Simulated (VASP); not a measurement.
# Ga3HN3 in VASP: further runs

The runs below take Ga3HN3 through single point, with PBE.

Program: VASP 6.6.1. These are calculated values, not measurements. Logs are shortened: lines on timing, memory, paths and dates and some standing lists are left out, and cuts for length are marked.

## Step 1: The cell of the first run

The cell holds a slab with vacuum, 7 atoms: a = 3.217 Å, b = 3.217 Å, c = 21.220 Å, α = 90.00°, β = 90.00°, γ = 90.00°.

## Step 2: Single point, PBE, collinear spin

Input file INCAR:

```
ALGO = Normal
DIPOL = 0.5 0.5 0.352
EDIFF = 1E-6
ENCUT = 520
GGA = PE
GGA_COMPAT = False
IDIPOL = 3
ISIF = 2
ISMEAR = 0
ISPIN = 2
LASPH = True
LCHARG = False
LDIPOL = True
LORBIT = 11
LREAL = False
LWAVE = False
MAGMOM = 0 0 0 0 0 0 1
NBANDS = 40
NELM = 200
NELMDL = -8
PREC = Accurate
SIGMA = 0.05
```

Input file KPOINTS:

```
k-points
0
Gamma
  8 8 1
```

Input file POSCAR:

```
Ga3HN3
1.0
    3.2165072845      0.0000000000      0.0000000000
    0.0000000000      3.2165072845      0.0000000000
    0.0000000000      0.0000000000     21.2198073008
N Ga H
3 3 1
Direct
    0.0000000000      0.5000000000      0.1885031256
    0.5000000000      0.0000000000      0.2956866679
    0.0000000000      0.5000000000      0.4029970648
    0.5000000000      0.5000000000      0.2420948967
    0.0000000000      0.0000000000      0.3470972837
    0.5000000000      0.5000000000      0.4580535140
    0.5000000000      0.6250000000      0.5287455600
```

Potentials or basis: VASP PAW PBE potentials, release 64 (N, Ga_d, H).

Run with:

```bash
$ cat potpaw_PBE.64/N/POTCAR potpaw_PBE.64/Ga_d/POTCAR potpaw_PBE.64/H/POTCAR > POTCAR
$ mpirun -np 1 vasp_std > vasp.out
```

OUTCAR:

```text
EDIFF = 1E-6
   ENCUT = 520
   GGA = PE
   ISIF = 2
   ISMEAR = 0
   ISPIN = 2
   LASPH = True
   LORBIT = 11
   LREAL = False
   NELM = 200
   NELMDL = -8
   PREC = Accurate

 ion  position               nearest neighbor table
   1  0.000  0.500  0.189-   4 1.97   4 1.97
   2  0.500  0.000  0.296-   5 1.94   5 1.94   4 1.97   4 1.97
   3  0.000  0.500  0.403-   6 1.99   6 1.99   5 2.00   5 2.00
   4  0.500  0.500  0.242-   1 1.97   1 1.97   2 1.97   2 1.97
   5  0.000  0.000  0.347-   2 1.94   2 1.94   3 2.00   3 2.00
   6  0.500  0.500  0.458-   7 1.55   3 1.99   3 1.99
   7  0.500  0.625  0.529-   6 1.55

  LATTYP: Found a simple tetragonal cell.
 ALAT       =     3.2165072845
 C/A-ratio  =     6.5971581669

  Lattice vectors:

 A1 = (   3.2165072845,   0.0000000000,   0.0000000000)
 A2 = (   0.0000000000,   3.2165072845,   0.0000000000)
 A3 = (   0.0000000000,   0.0000000000,  21.2198073008)

Analysis of symmetry for initial positions (statically):
=====================================================================
 Subroutine PRICEL returns:
 Original cell was already a primitive cell.

 Routine SETGRP: Setting up the symmetry group for a
 simple tetragonal supercell.

 Subroutine GETGRP returns: Found  2 space group operations
 (whereof  2 operations were pure point group operations)
 out of a pool of 16 trial point group operations.

The static configuration has the point symmetry C_1h.

Analysis of symmetry for dynamics (positions and initial velocities):
=====================================================================
 Subroutine PRICEL returns:
 Original cell was already a primitive cell.

 Routine SETGRP: Setting up the symmetry group for a
 simple tetragonal supercell.

 Subroutine GETGRP returns: Found  2 space group operations
 (whereof  2 operations were pure point group operations)
 out of a pool of 16 trial point group operations.

The dynamic configuration has the point symmetry C_1h.

Analysis of structural, dynamic, and magnetic symmetry:
=====================================================================
 Subroutine PRICEL returns:
 Original cell was already a primitive cell.

 Routine SETGRP: Setting up the symmetry group for a
 simple tetragonal supercell.

[... 158 lines left out ...]

 Free energy of the ion-electron system (eV)
  ---------------------------------------------------
  ext. energy  EPLUGINS =         0.00000000
  ---------------------------------------------------
  free energy    TOTEN  =       -34.84195113 eV

  energy without entropy =      -34.83715167  energy(sigma->0) =      -34.83955140

 E-fermi :  -2.1114     XC(G=0):  -4.7630

 val. band max:       -2.1129354379   @ k =   0.3750   0.2500   0.0000
 cond. band min:      -2.0990708281   @ k =   0.2500   0.2500   0.0000
 fundamental gap:      0.0138646097
 Fermi energy:        -2.1113659041

 spin component 1

 k-point     1 :       0.0000    0.0000    0.0000
  band No.  band energies     occupation
      1     -18.8148      1.00000
      2     -18.0516      1.00000
      3     -17.4671      1.00000
      4     -17.3885      1.00000
      5     -17.3829      1.00000
      6     -17.3377      1.00000
[... 997 lines left out ...]
     38       6.6366      0.00000
     39       7.2464      0.00000

 [... further k-points ...]

 spin component 2

 k-point     1 :       0.0000    0.0000    0.0000
  band No.  band energies     occupation
      1     -18.8168      1.00000
      2     -18.0708      1.00000
      3     -17.4664      1.00000
      4     -17.3882      1.00000
      5     -17.3824      1.00000
      6     -17.3373      1.00000
[... 997 lines left out ...]
     38       6.6480      0.00000
     39       7.2657      0.00000

 [... further k-points ...]

 [bands above 39 left out]

------------------------ aborting loop because EDIFF is reached ----------------------------------------

 vacuum level on the upper side and lower side of the slab       (xc-potential included)        -2.013         2.037

  FORCE on cell =-STRESS in cart. coord.  units (eV):
  Direction    XX          YY          ZZ          XY          YZ          ZX
  --------------------------------------------------------------------------------------
  -------------------------------------------------------------------------------------
  Total       -1.3723563     -0.3002504     -1.9533644      0.0000000      0.0964068      0.0000000
  in kB      -10.0153689     -2.1912086    -14.2555291      0.0000000      0.7035710      0.0000000
  external PRESSURE =      -8.8207022 kB  Pullay stress =       0.0000000 kB

 VOLUME and BASIS-vectors are now :
 -----------------------------------------------------------------------------
  energy-cutoff  :      520.00
  volume of cell :      219.54
      direct lattice vectors                 reciprocal lattice vectors
     3.216507285  0.000000000  0.000000000     0.310896234  0.000000000  0.000000000
     0.000000000  3.216507285  0.000000000     0.000000000  0.310896234  0.000000000
     0.000000000  0.000000000 21.219807301     0.000000000  0.000000000  0.047125781

 POSITION                                       TOTAL-FORCE (eV/Angst)
 -----------------------------------------------------------------------------------
      0.00000      1.60825      4.00000         0.000000     -0.016358      1.532702
      1.60825      0.00000      6.27441         0.000000     -0.018757      1.060200
      0.00000      1.60825      8.55152         0.000000     -0.153654      1.205742
      1.60825      1.60825      5.13721         0.000000      0.012290     -2.393225
      0.00000      0.00000      7.36534         0.000000      0.065805     -0.397678
      1.60825      1.60825      9.71981         0.000000      0.129911     -1.011123
      1.60825      2.01032     11.21988         0.000000     -0.019236      0.003383
 -----------------------------------------------------------------------------------
    total drift:                                0.000000      0.000056      0.000125

  FREE ENERGIE OF THE ION-ELECTRON SYSTEM (eV)
  ---------------------------------------------------
  free  energy   TOTEN  =       -34.8419511277 eV

  energy  without entropy=      -34.8371516670  energy(sigma->0) =      -34.83955140

 vacuum level on the upper side and lower side of the slab         1.982         6.098

 total charge

# of ion       s       p       d       tot
------------------------------------------
    1        1.315   2.149   0.000   3.464
    2        1.240   2.483   0.000   3.723
    3        1.239   2.443   0.000   3.682
    4        0.796   0.865  10.145  11.806
    5        0.795   0.848  10.159  11.802
    6        0.867   0.807  10.039  11.713
    7        0.519   0.011   0.000   0.530
--------------------------------------------------
tot          6.772   9.606  30.343  46.720

 magnetization (x)

# of ion       s       p       d       tot
------------------------------------------
    1       -0.005  -0.044   0.000  -0.048
    2       -0.000  -0.019   0.000  -0.020
    3        0.001  -0.000   0.000   0.001
    4       -0.002  -0.003  -0.007  -0.012
    5        0.000  -0.000  -0.000  -0.000
    6        0.001   0.001   0.000   0.002
    7        0.001   0.000   0.000   0.001
--------------------------------------------------
tot         -0.004  -0.066  -0.007  -0.077
```

stdout:

```text
POSCAR found type information on POSCAR N GaH
 POSCAR found :  3 types and       7 ions
 scaLAPACK will be used
 LDA part: xc-table for (Slater+PW92), standard interpolation
 POSCAR, INCAR and KPOINTS ok, starting setup
 FFT: planning ... GRIDC
 FFT: planning ... GRID_SOFT
 FFT: planning ... GRID
 WAVECAR not read
 entering main loop
```

Wall time 27 min (1 thread of Intel Xeon Platinum 8559C (Emerald Rapids), shared host); peak memory 0.56 GiB.

What came out:

```yaml
Free_energy: -34.8420 eV
Largest_force: 2.393 eV/Å
Net_moment: -0.09 μB per cell
Site_moments: N -0.05, -0.02, +0.00; Ga -0.01, -0.00, +0.00; H +0.00 μB
Valence_electrons_inside_the_program's_atomic_spheres: N 3.46, 3.72, 3.68; Ga 11.81, 11.80, 11.71; H 0.53
```

Forces on the atoms (eV/Å):
```
N    0.000 -0.016  1.533
N    0.000 -0.019  1.060
N    0.000 -0.154  1.206
Ga   0.000  0.012 -2.393
Ga   0.000  0.066 -0.398
Ga   0.000  0.130 -1.011
H    0.000 -0.019  0.003
```

## Step 3: Single point, PBE, collinear spin

Input file INCAR:

```
PREC = Accurate ; ENCUT = 520
EDIFF = 1E-6 ; ISMEAR = 0
SIGMA = 0.05 ; LREAL = False
LASPH = True ; NELM = 200
ALGO = Normal ; ISIF = 2
LWAVE = False ; LCHARG = False
ISPIN = 2 ; MAGMOM = 0 0 0 0 0 0 1
LORBIT = 11 ; LDIPOL = True
IDIPOL = 3 ; DIPOL = 0.5 0.5 0.351
GGA = PE ; NBANDS = 40
GGA_COMPAT = False ; NELMDL = -8
```

Input file KPOINTS:

```
regular mesh
0
Gamma
  8 8 1
```

POSCAR: that of step 2 with these lines changed.

```diff
@@ -14,2 +14,2 @@
     0.5000000000      0.5000000000      0.4580535140
-    0.5000000000      0.6250000000      0.5287455600
+    0.7500000000      0.5000000000      0.5231390038
```

Potentials or basis: VASP PAW PBE potentials, release 64 (N, Ga_d, H).

Run with:

```bash
$ cat potpaw_PBE.64/N/POTCAR potpaw_PBE.64/Ga_d/POTCAR potpaw_PBE.64/H/POTCAR > POTCAR
$ mpirun -np 1 vasp_std > vasp.out
```

It took 33 min on 1 thread of Oxide Virtual Turin-like, shared host; peak memory 0.52 GiB.

It converged, with:

- Free energy: -34.5068 eV
- Largest force: 2.373 eV/Å
- Net moment: -0.09 μB per cell
- Site moments: N -0.06, -0.02, +0.00; Ga -0.01, -0.00, +0.00; H +0.00 μB
- Valence electrons inside the program's atomic spheres: N 3.46, 3.72, 3.68; Ga 11.81, 11.80, 11.68; H 0.52

Forces on the atoms (eV/Å):
```
N    0.009  0.000  1.534
N    0.044  0.000  1.015
N    0.458  0.000  0.825
Ga   0.013  0.000 -2.373
Ga   0.114  0.000 -0.386
Ga   0.307  0.000 -0.625
H   -0.944  0.000  0.009
```

Levels at points of the mesh, in eV from the Fermi level:
Spin up:
```csv
k point,band 25,band 26,band 27,band 28,band 29,band 30
"(0.00, 0.00, 0.00)",-1.88,-0.65,-0.07,0.65,0.80,2.98
"(0.50, 0.00, 0.00)",-1.99,-1.63,-0.36,0.58,0.90,3.84
"(0.00, 0.50, 0.00)",-1.89,-1.09,-0.11,-0.09,0.10,3.24
"(0.50, 0.50, 0.00)",-3.20,-2.58,-0.70,-0.53,-0.44,2.20
```
Spin down:
| k point | band 23 | band 24 | band 25 | band 26 | band 27 | band 28 | band 29 | band 30 | band 31 | band 32 |
| --- | --- | --- | --- | --- | --- | --- | --- | --- | --- | --- |
| (0.00, 0.00, 0.00) | -2.99 | -2.08 | -1.90 | -0.85 | -0.11 | 0.71 | 0.89 | 2.91 | 3.64 | 4.67 |
| (0.50, 0.00, 0.00) | -3.52 | -2.38 | -2.01 | -1.69 | -0.74 | 0.58 | 1.17 | 3.84 | 4.86 | 5.20 |
| (0.00, 0.50, 0.00) | -3.13 | -2.41 | -1.91 | -0.94 | -0.29 | -0.15 | -0.04 | 3.24 | 4.70 | 5.86 |
| (0.50, 0.50, 0.00) | -4.28 | -3.77 | -3.20 | -2.61 | -0.91 | -0.46 | -0.42 | 2.19 | 4.18 | 5.13 |

## Step 4: Single point, PBE, collinear spin

Input file INCAR:

```
  ALGO = Normal
  DIPOL = 0.5 0.5 0.347
  EDIFF = 1E-6
  ENCUT = 520
  GGA = PE
  GGA_COMPAT = F
  IDIPOL = 3
  ISIF = 2
  ISMEAR = 0
  ISPIN = 2
  LASPH = T
  LCHARG = T
  LDIPOL = T
  LELF = T
  LORBIT = 11
  LREAL = F
  LVACPOTAV = T
  LVHAR = T
  LWAVE = F
  MAGMOM = 0 0 0 0 0 0 1
  NBANDS = 40
  NELM = 200
  NELMDL = -8
  PREC = Accurate
  SIGMA = 0.05
```

Input file KPOINTS:

```
k-points
0
Gamma
  8 8 1
```

POSCAR: that of step 3 with these lines changed.

```diff
@@ -14,2 +14,2 @@
     0.5000000000      0.5000000000      0.4580535140
-    0.7500000000      0.5000000000      0.5231390038
+    0.6250000000      1.0000000000      0.4956262656
```

Potentials or basis: VASP PAW PBE potentials, release 64 (N, Ga_d, H).

Run with:

```bash
$ cat potpaw_PBE.64/N/POTCAR potpaw_PBE.64/Ga_d/POTCAR potpaw_PBE.64/H/POTCAR > POTCAR
$ mpirun -np 1 vasp_std > vasp.out
```

OUTCAR:

```text
EDIFF = 1E-6
   ENCUT = 520
   GGA = PE
   ISIF = 2
   ISMEAR = 0
   ISPIN = 2
   LASPH = T
   LORBIT = 11
   LREAL = F
   NELM = 200
   NELMDL = -8
   PREC = Accurate

 ion  position               nearest neighbor table
   1  0.000  0.500  0.189-   4 1.97   4 1.97
   2  0.500  0.000  0.296-   5 1.94   5 1.94   4 1.97   4 1.97
   3  0.000  0.500  0.403-   6 1.99   6 1.99   5 2.00   5 2.00
   4  0.500  0.500  0.242-   1 1.97   1 1.97   2 1.97   2 1.97
   5  0.000  0.000  0.347-   2 1.94   2 1.94   3 2.00   3 2.00
   6  0.500  0.500  0.458-   7 1.84   7 1.84   3 1.99   3 1.99
[... 2269 lines left out ...]
      0.00000      1.60825      4.00000         0.003367      0.000000      1.619283
      1.60825      0.00000      6.27441         0.027941      0.000000      0.842436
      0.00000      1.60825      8.55152         0.247751      0.000000      0.582836
      1.60825      1.60825      5.13721         0.003228      0.000000     -2.401507
      0.00000      0.00000      7.36534         0.055420      0.000000     -0.056568
      1.60825      1.60825      9.71981         0.389747      0.000000     -0.625727
      2.01032      0.00000     10.51709        -0.727454      0.000000      0.039248
 -----------------------------------------------------------------------------------
    total drift:                                0.000452     -0.000000      0.004227

  FREE ENERGIE OF THE ION-ELECTRON SYSTEM (eV)
  ---------------------------------------------------
  free  energy   TOTEN  =       -34.9115864766 eV

  energy  without entropy=      -34.9068297123  energy(sigma->0) =      -34.90920809

 vacuum level on the upper side and lower side of the slab         1.752         6.147

 total charge

# of ion       s       p       d       tot
------------------------------------------
    1        1.313   2.155   0.000   3.468
    2        1.238   2.483   0.000   3.721
    3        1.238   2.454   0.000   3.692
    4        0.795   0.865  10.144  11.804
    5        0.791   0.858  10.158  11.807
    6        0.859   0.727  10.051  11.637
    7        0.503   0.009   0.000   0.512
--------------------------------------------------
tot          6.738   9.551  30.353  46.641

 magnetization (x)

# of ion       s       p       d       tot
------------------------------------------
    1       -0.005  -0.037   0.000  -0.042
    2       -0.001  -0.027   0.000  -0.028
    3        0.002   0.009   0.000   0.011
    4       -0.002  -0.006  -0.009  -0.017
    5        0.000   0.001  -0.000   0.001
    6        0.011   0.010   0.000   0.022
    7        0.000   0.000   0.000   0.001
--------------------------------------------------
tot          0.005  -0.050  -0.009  -0.054
```

OSZICAR:

```text
N       E                     dE             d eps       ncg     rms          rms(c)
DAV:   1     0.536451462293E+03    0.53645E+03   -0.25733E+04  4520   0.167E+03
DAV:   2     0.534748247460E+02   -0.48298E+03   -0.45611E+03  4688   0.514E+02
DAV:   3    -0.331964077087E+02   -0.86671E+02   -0.85098E+02  4880   0.159E+02
DAV:   4    -0.397379908280E+02   -0.65416E+01   -0.64975E+01  5744   0.482E+01
[... 13 lines left out ...]
DAV: 123    -0.349116244795E+02    0.12825E-05   -0.13500E-07  3192   0.231E-03    0.770E-02
DAV: 124    -0.349115708032E+02    0.53676E-04   -0.29574E-05  4928   0.258E-02    0.742E-02
DAV: 125    -0.349115872773E+02   -0.16474E-04   -0.39618E-06  4024   0.193E-02    0.746E-02
DAV: 126    -0.349115864766E+02    0.80064E-06   -0.45603E-07  3584   0.416E-03
   1 F= -.34911586E+02 E0= -.34909208E+02  d E =-.475676E-02  mag=    -0.0415
```

stdout:

```text
POSCAR found type information on POSCAR N GaH
 POSCAR found :  3 types and       7 ions
 scaLAPACK will be used
 LDA part: xc-table for (Slater+PW92), standard interpolation
 POSCAR, INCAR and KPOINTS ok, starting setup
 FFT: planning ... GRIDC
 FFT: planning ... GRID_SOFT
 FFT: planning ... GRID
 WAVECAR not read
 entering main loop
 -----------------------------------------------------------------------------
|                                                                             |
|           W    W    AA    RRRRR   N    N  II  N    N   GGGG   !!!           |
|           W    W   A  A   R    R  NN   N  II  NN   N  G    G  !!!           |
|           W    W  A    A  R    R  N N  N  II  N N  N  G       !!!           |
|           W WW W  AAAAAA  RRRRR   N  N N  II  N  N N  G  GGG   !            |
|           WW  WW  A    A  R   R   N   NN  II  N   NN  G    G                |
|           W    W  A    A  R    R  N    N  II  N    N   GGGG   !!!           |
|                                                                             |
|     Did not find any points to average over, which means that no vacuum     |
|     field-free region was found. Please increase the size of  your cell     |
|     in the dimension of the dipole correction to obtain accurate            |
|     workfunction values.                                                    |
|                                                                             |
 -----------------------------------------------------------------------------
```

Wall time 69 min (1 thread of Oxide Virtual Turin-like, shared host); peak memory 0.52 GiB.

What came out:

```yaml
Free_energy: -34.9116 eV
Largest_force: 2.402 eV/Å
Net_moment: -0.04 μB per cell
Site_moments: N -0.04, -0.03, +0.01; Ga -0.02, +0.00, +0.02; H +0.00 μB
Valence_electrons_inside_the_program's_atomic_spheres: N 3.47, 3.72, 3.69; Ga 11.80, 11.81, 11.64; H 0.51
```

Forces in eV/Å, atoms in the order of the input:
```
N    0.003  0.000  1.619
N    0.028  0.000  0.842
N    0.248  0.000  0.583
Ga   0.003  0.000 -2.402
Ga   0.055  0.000 -0.057
Ga   0.390  0.000 -0.626
H   -0.727  0.000  0.039
```

Levels at points of the mesh, in eV from the Fermi level:
Spin up:
```
           k point  band 25  band 26  band 27  band 28  band 29  band 30
(0.00, 0.00, 0.00)    -1.76    -0.32    -0.07     0.57     1.58     2.97
(0.50, 0.00, 0.00)    -1.88    -1.58    -0.31     0.81     1.74     4.71
(0.00, 0.50, 0.00)    -1.83    -0.85    -0.78    -0.12     0.25     4.49
(0.50, 0.50, 0.00)    -3.55    -2.61    -0.78    -0.50    -0.08     3.07
```
Spin down:
```tsv
k point	band 25	band 26	band 27	band 28	band 29	band 30
(0.00, 0.00, 0.00)	-1.79	-0.63	-0.10	1.00	1.54	2.90
(0.50, 0.00, 0.00)	-1.90	-1.67	-0.80	1.30	1.77	4.71
(0.00, 0.50, 0.00)	-1.86	-0.84	-0.55	-0.16	-0.12	4.50
(0.50, 0.50, 0.00)	-3.57	-2.65	-0.99	-0.34	0.00	3.08
```

## Step 5: The runs side by side

| cell | gap on the mesh (eV) | moment (μB) | largest force (eV/Å) |
| --- | --- | --- | --- |
| as given, atomic positions A | none | 0.09 | 2.39 |
| as given, atomic positions B | none | 0.09 | 2.37 |
| as given, atomic positions C | none | 0.04 | 2.40 |

Alike in all rows: task single point; level PBE; potentials or basis VASP PAW PBE potentials, release 64 (N, Ga_d, H); spin collinear; k mesh 8 × 8 × 1; cutoff (eV) 520; smearing gaussian 0.05 eV.

Total energies depend on the potentials used, so only differences within one code and one set of settings carry meaning.

The gap in the log of VASP goes by the Fermi energy; the results here count the filled bands.